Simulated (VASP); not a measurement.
# Ta2N (P3m1) in VASP: notebook, part 2 of 2

VASP 6.6.1.

### 4 Single point, PBE (atoms displaced along a vibrational mode)

INCAR

```
SYSTEM = Ta2N
  PREC = Accurate
  ENCUT = 520
  EDIFF = 1E-7
  ISMEAR = 0
  SIGMA = 0.15
  LREAL = .False.
  LASPH = .True.
  NELM = 80
  ALGO = Normal
  ISIF = 2
  LWAVE = .False.
  LCHARG = .False.
  GGA = PE
  NBANDS = 20
```

KPOINTS

```
Automatic mesh
0
Gamma
  18 18 10
  0 0 0
```

POSCAR

```
Ta2N
1.0
    3.1011400595      0.0000000000      0.0000000000
   -1.5505700297      2.6856660722      0.0000000000
    0.0000000000      0.0000000000      4.8818900388
Ta N
2 1
Direct
    0.6666666667      0.3333333333      0.7440725734
    0.3333333333      0.6666666667      0.2542625082
    0.0000000000      0.0000000000      0.0215080633
```

Potentials or basis: VASP PAW PBE potentials, release 64 (Ta_pv, N).

Launch:

```bash
$ cat potpaw_PBE.64/Ta_pv/POTCAR potpaw_PBE.64/N/POTCAR > POTCAR
$ mpirun -np 1 vasp_std > vasp.out
```

OUTCAR:

```text
SYSTEM = Ta2N
   PREC = Accurate
   ENCUT = 520
   EDIFF = 1E-7
   ISMEAR = 0
   LREAL = .False.
   LASPH = .True.
   NELM = 80
   ISIF = 2
   GGA = PE

 ion  position               nearest neighbor table
   1  0.667  0.333  0.744-   3 2.25   3 2.25   3 2.25   2 2.99   2 2.99   2 2.99   2 3.07   2 3.07
                             2 3.07
   2  0.333  0.667  0.254-   3 2.12   3 2.12   3 2.12   1 2.99   1 2.99   1 2.99   1 3.07   1 3.07
                             1 3.07
   3  0.000  0.000  0.022-   2 2.12   2 2.12   2 2.12   1 2.25   1 2.25   1 2.25

  LATTYP: Found a hexagonal cell.
 ALAT       =     3.1011400595
 C/A-ratio  =     1.5742242998

  Lattice vectors:

 A1 = (   3.1011400595,   0.0000000000,   0.0000000000)
 A2 = (  -1.5505700297,   2.6856660722,   0.0000000000)
 A3 = (   0.0000000000,   0.0000000000,   4.8818900388)

Analysis of symmetry for initial positions (statically):
=====================================================================
 Subroutine PRICEL returns:
 Original cell was already a primitive cell.

 Routine SETGRP: Setting up the symmetry group for a
 hexagonal supercell.

 Subroutine GETGRP returns: Found  6 space group operations
 (whereof  6 operations were pure point group operations)
 out of a pool of 24 trial point group operations.

The static configuration has the point symmetry C_3v.

Analysis of symmetry for dynamics (positions and initial velocities):
=====================================================================
 Subroutine PRICEL returns:
 Original cell was already a primitive cell.

 Routine SETGRP: Setting up the symmetry group for a
 hexagonal supercell.

 Subroutine GETGRP returns: Found  6 space group operations
 (whereof  6 operations were pure point group operations)
 out of a pool of 24 trial point group operations.

The dynamic configuration has the point symmetry C_3v.

 Subroutine INISYM returns: Found  6 space group operations
 (whereof  6 operations are pure point group operations),
 and found     1 'primitive' translations

----------------------------------------------------------------------------------------

                                     Primitive cell

  volume of cell :      40.6594

  direct lattice vectors                    reciprocal lattice vectors
     3.101140060  0.000000000  0.000000000     0.322462056  0.186173555  0.000000000
    -1.550570030  2.685666072  0.000000000     0.000000000  0.372347110  0.000000000
     0.000000000  0.000000000  4.881890039     0.000000000  0.000000000  0.204838698

  length of vectors
     3.101140060  3.101140059  4.881890039     0.372347110  0.372347110  0.204838698

  position of ions in fractional coordinates (direct lattice)
     0.666666667  0.333333333  0.744072573
     0.333333333  0.666666667  0.254262508
     0.000000000  0.000000000  0.021508063

  ion indices of the primitive-cell ions
   primitive index   ion index
                 1           1
                 2           2
                 3           3

----------------------------------------------------------------------------------------

 KPOINTS: Automatic mesh

Automatic generation of k-mesh.
 Grid dimensions read from file:
 generate k-points for:   18   18   10

 Generating k-lattice:

  Cartesian coordinates                     Fractional coordinates (reciprocal lattice)
     0.017914559  0.010342975  0.000000000     0.055555556 -0.000000000  0.000000000
     0.000000000  0.020685951  0.000000000     0.000000000  0.055555556  0.000000000
     0.000000000  0.000000000  0.020483870     0.000000000  0.000000000  0.100000000

  Length of vectors
     0.020685951  0.020685951  0.020483870

  Shift w.r.t. Gamma in fractional coordinates (k-lattice)
     0.000000000  0.000000000  0.000000000

 Subroutine IBZKPT returns following result:
 ===========================================

 Found    330 irreducible k-points:

 Following reciprocal coordinates:
            Coordinates               Weight
  0.000000  0.000000  0.000000      1.000000
  0.055556 -0.000000  0.000000      6.000000
  0.111111 -0.000000  0.000000      6.000000
  0.166667 -0.000000  0.000000      6.000000
  0.222222 -0.000000  0.000000      6.000000
  0.277778  0.000000  0.000000      6.000000
[... 16 lines left out ...]
  0.333333  0.111111  0.000000     12.000000
  0.388889  0.111111  0.000000     12.000000
 [... further k-points ...]
   k-points           NKPTS =    330   k-points in BZ     NKDIM =    330   number of bands    NBANDS=     20
   number of dos      NEDOS =    301   number of ions     NIONS =      3
   total plane-waves  NPLWV =  20736
   dimension x,y,z NGX =    24 NGY =   24 NGZ =   36
   dimension x,y,z NGXF=    48 NGYF=   48 NGZF=   72
   ions per type =               2   1
   NGX,Y,Z   is equivalent  to a cutoff of  12.87, 12.87, 12.26 a.u.
   NGXF,Y,Z  is equivalent  to a cutoff of  25.73, 25.73, 24.52 a.u.
 SYSTEM =  Ta2N
   PREC   = accura    normal or accurate (medium, high low for compatibility)
   ISTART =      0    job   : 0-new  1-cont  2-samecut
   ICHARG =      2    charge: 1-file 2-atom 10-const
   ISPIN  =      1    spin polarized calculation?
   LNONCOLLINEAR =      F non collinear calculations
   LSORBIT =      F    spin-orbit coupling
   LASPH  =      T    aspherical Exc in radial PAW
   ENCUT  =  520.0 eV  38.22 Ry    6.18 a.u.   5.77  5.77  9.08*2*pi/ulx,y,z
   NELM   =     80;   NELMIN=  2; NELMDL= -5     # of ELM steps
   EDIFF  = 0.1E-06   stopping-criterion for ELM
   LREAL  =      F    real-space projection
   EDIFFG = 0.1E-05   stopping-criterion for IOM
   NSW    =      0    number of steps for IOM
   IBRION =     -1    ionic relax: 0-MD 1-quasi-New 2-CG
   NFREE  =      0    steps in history (QN), initial steepest desc. (CG)
   ISIF   =      2    stress and relaxation
   ISYM   =      2    0-nonsym 1-usesym 2-fastsym
   POTIM  = 0.5000    time-step for ionic-motion
   TEBEG  =    0.0;   TEEND  =   0.0 temperature during run
   PSTRESS=    0.0 pullay stress
   NELECT =      27.0000    total number of electrons
   NUPDOWN=      -1.0000    fix difference up-down
   EMIN   =  10.00;   EMAX   =-10.00  energy-range for DOS
   EFERMI =   0.00;   METHOD = LEGACY
   ISMEAR =     0;   SIGMA  =   0.15  broadening in eV -4-tet -1-fermi 0-gaus
   EFERMI_NEDOS =   21; number of points for ismear=-14 and -15
   IALGO  =     38    algorithm
   IMIX   =      4    mixing-type and parameters
     AMIX     =   0.40;   BMIX     =  1.00
     AMIX_MAG =   1.60;   BMIX_MAG =  1.00
  volume/ion in A,a.u.               =      13.55        91.46
  Fermi-wavevector in a.u.,A,eV,Ry     =   1.428266  2.699031 27.755102  2.039942
  Thomas-Fermi vector in A             =   2.548346
   LORBIT       =      0    0 simple, 1 ext, 2 COOP (PROOUT), +10 PAW based schemes
   GGA     = PE    functional components
   LHFCALC =     F    Hartree Fock is set to
   AEXX    =    0.0000 exact exchange contribution
   IVDW    =     0    specifies the selected vdW correction
   LEPSILON=     F    determine dielectric tensor
   LRPA    =     F    only Hartree local field effects (RPA)
 non-spin polarized calculation
 Gauss-broadening in eV      SIGMA  =   0.15
  energy-cutoff  :      520.00
  volume of cell :       40.66
 maximum number of plane-waves:      1112
   NGX = 11   NGY = 11   NGZ = 19

 number of electron      26.9999996 magnetization

 Free energy of the ion-electron system (eV)
  ---------------------------------------------------
  ext. energy  EPLUGINS =         0.00000000
  ---------------------------------------------------
  free energy    TOTEN  =       -34.30228486 eV

  energy without entropy =      -34.28802770  energy(sigma->0) =      -34.29515628

 E-fermi :   7.5001     XC(G=0): -12.8711

 val. band max:        7.4951132675   @ k =   0.1667  -0.0000   0.3000
 cond. band min:       7.5005550663   @ k =   0.3889   0.0556   0.4000
 fundamental gap:      0.0054417988
 Fermi energy:         7.5000800301

 k-point     1 :       0.0000    0.0000    0.0000
  band No.  band energies     occupation
      1     -28.1669      2.00000
      2     -27.4400      2.00000
      3     -27.4400      2.00000
      4     -27.3130      2.00000
      5     -27.3130      2.00000
      6     -27.2080      2.00000
[... 12 lines left out ...]
     19       8.7256      0.00000
[... 513 lines left out ...]
      4     -27.6645      2.00000
      5     -27.4380      2.00000
      6     -27.4322      2.00000
[... 12 lines left out ...]
     19      12.1377      0.00000
     20      12.4039      0.00000

 [... further k-points ...]

------------------------ aborting loop because EDIFF is reached ----------------------------------------

  FORCE on cell =-STRESS in cart. coord.  units (eV):
  Direction    XX          YY          ZZ          XY          YZ          ZX
  --------------------------------------------------------------------------------------
  -------------------------------------------------------------------------------------
  Total        0.4935610      0.4935610      0.1864949      0.0000000      0.0000000     -0.0000000
  in kB       19.4486737     19.4486737      7.3487940      0.0000000      0.0000000     -0.0000000
  external PRESSURE =      15.4153805 kB  Pullay stress =       0.0000000 kB

 VOLUME and BASIS-vectors are now :
 -----------------------------------------------------------------------------
  energy-cutoff  :      520.00
  volume of cell :       40.66
      direct lattice vectors                 reciprocal lattice vectors
     3.101140060  0.000000000  0.000000000     0.322462056  0.186173555  0.000000000
    -1.550570030  2.685666072  0.000000000     0.000000000  0.372347110  0.000000000
     0.000000000  0.000000000  4.881890039     0.000000000  0.000000000  0.204838698

 POSITION                                       TOTAL-FORCE (eV/Angst)
 -----------------------------------------------------------------------------------
      1.55057      0.89522      3.63248         0.000000      0.000000      0.722294
     -0.00000      1.79044      1.24128         0.000000      0.000000      0.887315
      0.00000      0.00000      0.10500        -0.000000     -0.000000     -1.609608
 -----------------------------------------------------------------------------------
    total drift:                                0.000000     -0.000000     -0.000049

  FREE ENERGIE OF THE ION-ELECTRON SYSTEM (eV)
  ---------------------------------------------------
  free  energy   TOTEN  =       -34.3022848592 eV

  energy  without entropy=      -34.2880276991  energy(sigma->0) =      -34.29515628
```

OSZICAR:

```text
N       E                     dE             d eps       ncg     rms          rms(c)
DAV:   1     0.214105355148E+03    0.21411E+03   -0.14896E+04 13200   0.138E+03
DAV:   2    -0.280183799399E+02   -0.24212E+03   -0.23589E+03 14876   0.399E+02
DAV:   3    -0.374646489905E+02   -0.94463E+01   -0.92685E+01 16644   0.718E+01
DAV:   4    -0.375942636644E+02   -0.12961E+00   -0.12900E+00 16360   0.796E+00
DAV:   5    -0.375956545577E+02   -0.13909E-02   -0.13902E-02 16352   0.676E-01    0.268E+01
DAV:   6    -0.346917617817E+02    0.29039E+01   -0.16651E+01 17348   0.255E+01    0.126E+01
DAV:   7    -0.343735484598E+02    0.31821E+00   -0.19616E+00 15516   0.988E+00    0.691E+00
DAV:   8    -0.343241671074E+02    0.49381E-01   -0.56044E-01 16636   0.646E+00    0.102E+00
DAV:   9    -0.343036683384E+02    0.20499E-01   -0.13456E-01 17416   0.314E+00    0.294E-01
DAV:  10    -0.343024140548E+02    0.12543E-02   -0.10316E-02 14620   0.815E-01    0.163E-01
DAV:  11    -0.343022944885E+02    0.11957E-03   -0.12064E-03 17620   0.297E-01    0.438E-02
DAV:  12    -0.343022847466E+02    0.97419E-05   -0.12744E-04 15500   0.894E-02    0.176E-02
DAV:  13    -0.343022855565E+02   -0.80992E-06   -0.67216E-06 14824   0.233E-02    0.560E-03
DAV:  14    -0.343022849168E+02    0.63975E-06   -0.98683E-07 15844   0.828E-03    0.881E-04
DAV:  15    -0.343022848592E+02    0.57637E-07   -0.99472E-08  8272   0.236E-03
   1 F= -.34302285E+02 E0= -.34295156E+02  d E =-.142572E-01
```

Wall time 2.8 min (1 thread of Intel Xeon Platinum 8259CL at 2.50GHz (Skylake/Cascade Lake), shared host); peak memory 0.34 GiB.

What came out:

```
Free energy            : -34.3023 eV
Pressure               : 1.5 GPa
Largest force          : 1.610 eV/Å
Band gap on the k mesh : zero (an odd number of electrons rules out a gap without spin polarisation)
```

Forces in eV/Å, atoms in the order of the input:
```
Ta   0.000  0.000  0.722
Ta   0.000  0.000  0.887
N    0.000  0.000 -1.610
```

Caveat: the cell differs from its parent crystal (atoms displaced along a vibrational mode); spin-orbit coupling is left out, which moves the levels of the heavy elements; forces of over 1 eV/Å act on the atoms, so gaps and moduli don't describe the material at rest.

### 5 Single point, PBE (atoms displaced along a vibrational mode)

INCAR

```
SYSTEM = Ta2N
PREC = Accurate
ENCUT = 520
EDIFF = 1E-7
ISMEAR = 0
SIGMA = 0.15
LREAL = .FALSE.
LASPH = .TRUE.
NELM = 100
ALGO = Normal
ISIF = 2
LWAVE = .FALSE.
LCHARG = .FALSE.
GGA = PE
NBANDS = 20
```

KPOINTS

```
Automatic mesh
0
G
  18 18 10
  0 0 0
```

POSCAR

```
Ta2N
1.0
    3.1011400595      0.0000000000      0.0000000000
   -1.5505700297      2.6856660722      0.0000000000
    0.0000000000      0.0000000000      4.8818900388
Ta N
2 1
Direct
    0.6666666667      0.3333333333      0.7443104189
    0.3333333333      0.6666666667      0.2545003537
    0.0000000000      0.0000000000      0.0153629024
```

Potentials or basis: VASP PAW PBE potentials, release 64 (Ta_pv, N).

Launch:

```bash
$ cat potpaw_PBE.64/Ta_pv/POTCAR potpaw_PBE.64/N/POTCAR > POTCAR
$ mpirun -np 1 vasp_std > vasp.out
```

OUTCAR:

```text
SYSTEM = Ta2N
   PREC = Accurate
   ENCUT = 520
   EDIFF = 1E-7
   ISMEAR = 0
   LREAL = .FALSE.
   LASPH = .TRUE.
   NELM = 100
   ISIF = 2
   GGA = PE

 ion  position               nearest neighbor table
   1  0.667  0.333  0.744-   3 2.23   3 2.23   3 2.23   2 2.99   2 2.99   2 2.99   2 3.07   2 3.07
                             2 3.07
   2  0.333  0.667  0.255-   3 2.14   3 2.14   3 2.14   1 2.99   1 2.99   1 2.99   1 3.07   1 3.07
                             1 3.07
   3  0.000  0.000  0.015-   2 2.14   2 2.14   2 2.14   1 2.23   1 2.23   1 2.23

  LATTYP: Found a hexagonal cell.
 ALAT       =     3.1011400595
 C/A-ratio  =     1.5742242998

  Lattice vectors:

 A1 = (   3.1011400595,   0.0000000000,   0.0000000000)
 A2 = (  -1.5505700297,   2.6856660722,   0.0000000000)
 A3 = (   0.0000000000,   0.0000000000,   4.8818900388)

Analysis of symmetry for initial positions (statically):
=====================================================================
 Subroutine PRICEL returns:
 Original cell was already a primitive cell.

 Routine SETGRP: Setting up the symmetry group for a
 hexagonal supercell.

 Subroutine GETGRP returns: Found  6 space group operations
 (whereof  6 operations were pure point group operations)
[... 167 lines left out ...]

 val. band max:        7.5034958810   @ k =   0.0556   0.0556   0.0000
 cond. band min:       7.5103140743   @ k =   0.2778   0.0556   0.5000
 fundamental gap:      0.0068181933
 Fermi energy:         7.5048063315

 k-point     1 :       0.0000    0.0000    0.0000
  band No.  band energies     occupation
      1     -28.1704      2.00000
      2     -27.4415      2.00000
      3     -27.4415      2.00000
      4     -27.3165      2.00000
      5     -27.3165      2.00000
      6     -27.2111      2.00000
[... 541 lines left out ...]
     19      12.1466      0.00000
     20      12.3666      0.00000

 [... further k-points ...]

------------------------ aborting loop because EDIFF is reached ----------------------------------------

  FORCE on cell =-STRESS in cart. coord.  units (eV):
  Direction    XX          YY          ZZ          XY          YZ          ZX
  --------------------------------------------------------------------------------------
  -------------------------------------------------------------------------------------
  Total        0.3084225      0.3084225      0.1481643      0.0000000      0.0000000      0.0000000
  in kB       12.1533289     12.1533289      5.8383862      0.0000000      0.0000000      0.0000000
  external PRESSURE =      10.0483480 kB  Pullay stress =       0.0000000 kB

 VOLUME and BASIS-vectors are now :
 -----------------------------------------------------------------------------
  energy-cutoff  :      520.00
  volume of cell :       40.66
      direct lattice vectors                 reciprocal lattice vectors
     3.101140060  0.000000000  0.000000000     0.322462056  0.186173555  0.000000000
    -1.550570030  2.685666072  0.000000000     0.000000000  0.372347110  0.000000000
     0.000000000  0.000000000  4.881890039     0.000000000  0.000000000  0.204838698

 POSITION                                       TOTAL-FORCE (eV/Angst)
 -----------------------------------------------------------------------------------
      1.55057      0.89522      3.63364        -0.000000      0.000000      0.517529
     -0.00000      1.79044      1.24244         0.000000     -0.000000      0.641646
      0.00000      0.00000      0.07500        -0.000000      0.000000     -1.159174
 -----------------------------------------------------------------------------------
    total drift:                                0.000000      0.000000     -0.000225

  FREE ENERGIE OF THE ION-ELECTRON SYSTEM (eV)
  ---------------------------------------------------
  free  energy   TOTEN  =       -34.3454553455 eV

  energy  without entropy=      -34.3312690255  energy(sigma->0) =      -34.33836219
```

Wall time 2.7 min (1 thread of Intel Xeon Platinum 8259CL at 2.50GHz (Skylake/Cascade Lake), shared host); peak memory 0.35 GiB.

Results:

- Free energy: -34.3455 eV
- Pressure: 1.0 GPa
- Largest force: 1.159 eV/Å
- Band gap on the k mesh: zero (an odd number of electrons rules out a gap without spin polarisation)

Forces on the atoms (eV/Å):
```
Ta   0.000  0.000  0.518
Ta   0.000  0.000  0.642
N    0.000  0.000 -1.159
```

Levels at points of the mesh, in eV from the Fermi level:
```tsv
k point	band 12	band 13	band 14	band 15	band 16	band 17
(0.00, 0.00, 0.00)	-0.84	-0.21	-0.21	0.34	0.34	0.46
(0.50, 0.00, 0.00)	-2.60	-1.35	1.72	1.91	3.69	4.04
(0.00, 0.00, 0.50)	-2.55	-1.08	-1.08	1.76	2.03	2.25
(0.50, 0.00, 0.50)	-2.16	-2.09	-0.28	0.75	3.34	3.56
```

Caveat: the cell differs from its parent crystal (atoms displaced along a vibrational mode); spin-orbit coupling is left out, which moves the levels of the heavy elements; forces of over 1 eV/Å act on the atoms, so gaps and moduli don't describe the material at rest.

### 6 Summary

```tsv
cell	gap on the mesh (eV)	pressure (GPa)	largest force (eV/Å)
as given, atomic positions A	none	0.8	0.93
as given, atomic positions B	none	0.5	0.47
as given, atomic positions C	none	1.5	1.61
as given, atomic positions D	none	1.0	1.16
```

Alike in all rows: task single point; level PBE; potentials or basis VASP PAW PBE potentials, release 64 (Ta_pv, N); no spin polarisation; k mesh 18 × 18 × 10; cutoff (eV) 520; smearing gaussian 0.15 eV.

Caveats: spin-orbit coupling is left out, which moves the levels of the heavy elements; forces of over 1 eV/Å act on the atoms, so gaps and moduli don't describe the material at rest (at least some runs).

Total energies depend on the potentials used, so only differences within one code and one set of settings carry meaning.
